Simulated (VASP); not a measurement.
# TiO2 (I4/m) in VASP: further runs, part 2 of 2

VASP 6.6.1.

**3. Single point, PBE**

This run uses another cell than the first one, of 10.59 Å³/atom.

INCAR

```
PREC     = Accurate       # precision mode
ENCUT    = 520            # plane-wave cutoff, eV
EDIFF    = 1E-7           # SCF threshold, eV
ISMEAR   = -1             # smearing method
SIGMA    = 0.05           # smearing width, eV
LREAL    = False          # projectors in reciprocal space
LASPH    = True           # aspherical terms in the spheres
NELM     = 80             # most SCF steps
ALGO     = Normal         # electronic algorithm
ISIF     = 2              # what is computed and relaxed
LWAVE    = False          # write WAVECAR
LCHARG   = True           # write CHGCAR
GGA      = PE             # functional
LELF     = True           # ELF
LVHAR    = True         
NBANDS   = 60             # bands
```

KPOINTS

```
regular mesh
0
Gamma
  6 6 6
```

POSCAR

```
TiO2
1.0
   -4.1682413591      4.1682413591      1.8279414044
    4.1682413591     -4.1682413591      1.8279414044
    4.1682413591      4.1682413591     -1.8279414044
Ti O
4 8
Direct
    0.2953120480      0.9634690888      0.2587811368
    0.0365309112      0.2953120480      0.3318429592
    0.9634690888      0.7046879520      0.6681570408
    0.7046879520      0.0365309112      0.7412188632
    0.5063000868      0.8460419270      0.3523420138
    0.1785325888      0.1460522011      0.3245847899
    0.1539580730      0.5063000868      0.6602581597
    0.1460522011      0.8214674112      0.9675196123
    0.8539477989      0.1785325888      0.0324803877
    0.8460419270      0.4936999132      0.3397418403
    0.8214674112      0.8539477989      0.6754152101
    0.4936999132      0.1539580730      0.6476579862
```

Potentials or basis: VASP PAW PBE potentials, release 64 (Ti_sv, O).

On the command line:

```bash
cat potpaw_PBE.64/Ti_sv/POTCAR potpaw_PBE.64/O/POTCAR > POTCAR
mpirun -np 1 vasp_std > vasp.out
```

OUTCAR:

```text
PREC = Accurate
   ENCUT = 520
   EDIFF = 1E-7
   ISMEAR = -1
   LREAL = False
   LASPH = True
   NELM = 80
   ISIF = 2
   GGA = PE

 ion  position               nearest neighbor table
   1  0.295  0.963  0.259-   8 1.72   6 1.81  10 1.89  10 1.89   5 2.01  12 2.29
   2  0.037  0.295  0.332-   6 1.72   9 1.81   5 1.89   5 1.89   7 2.01  10 2.29
   3  0.963  0.705  0.668-  11 1.72   8 1.81  12 1.89  12 1.89  10 2.01   7 2.29
   4  0.705  0.037  0.741-   9 1.72  11 1.81   7 1.89   7 1.89  12 2.01   5 2.29
   5  0.506  0.846  0.352-   2 1.89   2 1.89   1 2.01   4 2.29
   6  0.179  0.146  0.325-   2 1.72   1 1.81
   7  0.154  0.506  0.660-   4 1.89   4 1.89   2 2.01   3 2.29
   8  0.146  0.821  0.968-   1 1.72   3 1.81
[... 1742 lines left out ...]
  energy-cutoff  :      520.00
  volume of cell :      127.04
      direct lattice vectors                 reciprocal lattice vectors
    -4.168241359  4.168241359  1.827941404     0.000000000  0.119954666  0.273531744
     4.168241359 -4.168241359  1.827941404     0.119954666  0.000000000  0.273531744
     4.168241359  4.168241359 -1.827941404     0.119954666  0.119954666  0.000000000

 POSITION                                       TOTAL-FORCE (eV/Angst)
 -----------------------------------------------------------------------------------
      3.86370     -1.70638      1.82794         0.023530      0.075920     -0.000000
      2.46186      0.30454      0.00000         0.075920     -0.023530     -0.000000
      1.70638      3.86370      1.82794        -0.075920      0.023530      0.000000
      0.30454      5.87462      0.00000        -0.023530     -0.075920      0.000000
      2.88477      0.05252      1.82794        -0.000772      0.008919     -0.000000
      1.21756      1.48833      0.00000        -0.028393      0.034636     -0.000000
      4.22076      1.28347      0.00000         0.008919      0.000772     -0.000000
      6.84815      1.21756     -0.00000        -0.034636     -0.028393      0.000000
     -2.67991      2.95068      1.82794         0.034636      0.028393     -0.000000
     -0.05252      2.88477      1.82794        -0.008919     -0.000772     -0.000000
      2.95068      2.67991      1.82794         0.028393     -0.034636     -0.000000
      1.28347      4.11572     -0.00000         0.000772     -0.008919     -0.000000
 -----------------------------------------------------------------------------------
    total drift:                                0.000000      0.000000     -0.000000

  FREE ENERGIE OF THE ION-ELECTRON SYSTEM (eV)
  ---------------------------------------------------
  free  energy   TOTEN  =      -105.6282082724 eV

  energy  without entropy=     -105.6282082724  energy(sigma->0) =     -105.62820827
```

OSZICAR:

```text
N       E                     dE             d eps       ncg     rms          rms(c)
DAV:   1     0.154536033169E+04    0.15454E+04   -0.48261E+04  4472   0.192E+03
DAV:   2     0.184380218006E+03   -0.13610E+04   -0.12869E+04  4408   0.593E+02
DAV:   3    -0.112979488748E+03   -0.29736E+03   -0.28779E+03  5484   0.246E+02
DAV:   4    -0.136091281936E+03   -0.23112E+02   -0.23065E+02  6552   0.725E+01
DAV:   5    -0.137353482307E+03   -0.12622E+01   -0.12617E+01  6520   0.143E+01    0.530E+01
DAV:   6    -0.105674891747E+03    0.31679E+02   -0.19022E+02  6432   0.103E+02    0.188E+01
DAV:   7    -0.105731178835E+03   -0.56287E-01   -0.31752E+01  6152   0.347E+01    0.144E+01
DAV:   8    -0.105653279502E+03    0.77899E-01   -0.39905E+00  5988   0.155E+01    0.380E+00
DAV:   9    -0.105611537615E+03    0.41742E-01   -0.98763E-01  6336   0.673E+00    0.130E+00
DAV:  10    -0.105636322144E+03   -0.24785E-01   -0.16889E-01  4976   0.230E+00    0.935E-01
DAV:  11    -0.105628926964E+03    0.73952E-02   -0.28063E-02  5768   0.107E+00    0.275E-01
DAV:  12    -0.105628485662E+03    0.44130E-03   -0.13510E-02  5244   0.561E-01    0.189E-01
DAV:  13    -0.105628204257E+03    0.28140E-03   -0.12973E-03  5704   0.240E-01    0.754E-02
DAV:  14    -0.105628192296E+03    0.11961E-04   -0.58249E-04  5612   0.126E-01    0.257E-02
DAV:  15    -0.105628204552E+03   -0.12256E-04   -0.49538E-05  5808   0.381E-02    0.105E-02
DAV:  16    -0.105628207755E+03   -0.32023E-05   -0.12201E-05  6412   0.229E-02    0.618E-03
DAV:  17    -0.105628208207E+03   -0.45289E-06   -0.18510E-06  6128   0.865E-03    0.196E-03
DAV:  18    -0.105628208272E+03   -0.65029E-07   -0.74527E-07  4548   0.388E-03
   1 F= -.10562821E+03 E0= -.10562821E+03  d E =-.471112E-10
```

Run time: 29 min. Hardware: 1 thread of Intel Xeon 8259CL, shared host; peak memory 0.43 GiB.

Results:

```yaml
Free_energy: -105.6282 eV
Pressure: 30.7 GPa
Largest_force: 0.079 eV/Å
Band_gap_on_the_k_mesh: 2.42 eV (least direct gap 2.99 eV)
```

Forces on the atoms (eV/Å):
```
Ti   0.024  0.076  0.000
Ti   0.076 -0.024  0.000
Ti  -0.076  0.024  0.000
Ti  -0.024 -0.076  0.000
O   -0.001  0.009  0.000
O   -0.028  0.035  0.000
O    0.009  0.001  0.000
O   -0.035 -0.028  0.000
O    0.035  0.028  0.000
O   -0.009 -0.001  0.000
O    0.028 -0.035  0.000
O    0.001 -0.009  0.000
```

Stress tensor (GPa, compression positive):
```
30.77  0.00  0.00
 0.00 30.77  0.00
 0.00  0.00 30.59
```

Caveat: the cell stands under pressure. A k mesh can miss the band edges.

**4. Single point, revPBE**

This run uses another cell than the first one, of 12.44 Å³/atom.

INCAR

```
SYSTEM = TiO2
ALGO = Normal
EDIFF = 1E-7
ENCUT = 520
GGA = RE
ISIF = 2
ISMEAR = -1
LASPH = .TRUE.
LCHARG = .FALSE.
LREAL = .FALSE.
LWAVE = .FALSE.
NBANDS = 60
NELM = 60
PREC = Accurate
SIGMA = 0.05
```

KPOINTS

```
k-points
0
G
  8 8 8
  0 0 0
```

POSCAR

```
TiO2
1.0
   -4.4564664314      4.4564664314      1.8795388733
    4.4564664314     -4.4564664314      1.8795388733
    4.4564664314      4.4564664314     -1.8795388733
Ti O
4 8
Direct
    0.2879377369      0.9869112821      0.2748490190
    0.0130887179      0.2879377369      0.3010264548
    0.9869112821      0.7120622631      0.6989735452
    0.7120622631      0.0130887179      0.7251509810
    0.4886594284      0.8465694658      0.3352288942
    0.1598333075      0.1550131972      0.3148465047
    0.1534305342      0.4886594284      0.6420899627
    0.1550131972      0.8401666925      0.9951798897
    0.8449868028      0.1598333075      0.0048201103
    0.8465694658      0.5113405716      0.3579100373
    0.8401666925      0.8449868028      0.6851534953
    0.5113405716      0.1534305342      0.6647711058
```

On the command line:

```bash
cat potpaw_PBE.64/Ti_sv/POTCAR potpaw_PBE.64/O/POTCAR > POTCAR
mpirun -np 1 vasp_std > vasp.out
```

Run time: 39 min. Hardware: 1 thread of Oxide Virtual Turin-like, shared host; peak memory 0.64 GiB.

It converged, with:

* Free energy: -103.2910 eV
* Pressure: 0.5 GPa
* Largest force: 0.072 eV/Å
* Band gap on the k mesh: 2.23 eV (least direct gap 2.76 eV)

Forces in eV/Å, atoms in the order of the input:
```
Ti   0.026  0.067  0.000
Ti   0.067 -0.026  0.000
Ti  -0.067  0.026  0.000
Ti  -0.026 -0.067  0.000
O    0.011  0.001  0.000
O   -0.026  0.034  0.000
O    0.001 -0.011  0.000
O   -0.034 -0.026  0.000
O    0.034  0.026  0.000
O   -0.001  0.011  0.000
O    0.026 -0.034  0.000
O   -0.011 -0.001  0.000
```

Stress tensor (GPa, compression positive):
```
0.52 0.00 0.00
0.00 0.52 0.00
0.00 0.00 0.39
```

Levels at points of the mesh, in eV from the valence-band top:
```
           k point  band 46  band 47  band 48  band 49  band 50  band 51
(0.00, 0.00, 0.00)    -0.72    -0.72    -0.55     2.23     3.14     3.14
(0.50, 0.00, 0.00)    -0.58    -0.53    -0.33     2.96     3.30     3.33
(0.50, 0.50, 0.00)    -0.81    -0.73    -0.50     2.61     2.70     2.92
(0.50, 0.50, 0.50)    -0.81    -0.81     0.00     2.92     2.92     3.03
```

Caveat: the PAW data sets were made with another functional, which shifts forces and pressure a little. A k mesh can miss the band edges.

**5. The runs side by side**

```csv
level,cell,k mesh,gap on the mesh (eV),pressure (GPa),largest force (eV/Å)
PBE+D4,"a = 6.471 Å, angles 94.8, 94.8, 146.3°, 12 atoms, atomic positions A",8 × 8 × 8,2.01,0.6,0.09
PBE,"a = 6.172 Å, angles 95.0, 95.0, 145.5°, 12 atoms, atomic positions B",6 × 6 × 6,2.42,30.7,0.08
revPBE,"a = 6.577 Å, angles 94.7, 94.7, 146.8°, 12 atoms, atomic positions C",8 × 8 × 8,2.23,0.5,0.07
```

Alike in all rows: task single point; potentials or basis VASP PAW PBE potentials, release 64 (Ti_sv, O); no spin polarisation; cutoff (eV) 520; smearing fermi-dirac 0.05 eV.

Caveats: the cell stands under pressure (at least some runs); the PAW data sets were made with another functional, which shifts forces and pressure a little (at least some runs).

Absolute energies hang on the potentials; compare differences alone.
